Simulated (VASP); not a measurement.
Te2Mo, 3 atoms in the cell. The cell holds a slab with vacuum, 3 atoms: a = 3.560 Å, b = 3.560 Å, c = 17.524 Å, α = 90.00°, β = 90.00°, γ = 120.00°. 

```yaml
Program: VASP 6.6.1
Task: single point
Functional: PBE
Potentials_or_basis: VASP PAW PBE potentials, release 64 (Te, Mo_sv)
Cutoff: 520 eV
k_mesh: 9 × 9 × 2
Occupations: gaussian, width 0.05 eV
Spin: no spin polarisation
Dipole_correction: no
Further_INCAR_settings: ALGO = Normal; EDIFF = 1e-06; NBANDS = 20
```

Potentials or basis: VASP PAW PBE potentials, release 64 (Te, Mo_sv).

Command:

```console
$ cat potpaw_PBE.64/Te/POTCAR potpaw_PBE.64/Mo_sv/POTCAR > POTCAR
$ mpirun -np 1 vasp_std > vasp.out
```

Hardware: 1 thread of Intel(R) Xeon(R) Platinum 8259CL CPU @ 2.50GHz (Skylake/Cascade Lake) (shared host).

Question: How long does it take, and how much memory?

Answer: Wall time 2.4 min on 1 thread of Intel(R) Xeon(R) Platinum 8259CL CPU @ 2.50GHz (Skylake/Cascade Lake), on a shared host, peak memory 0.35 GiB. Counts: scf iterations 21, k points 24.
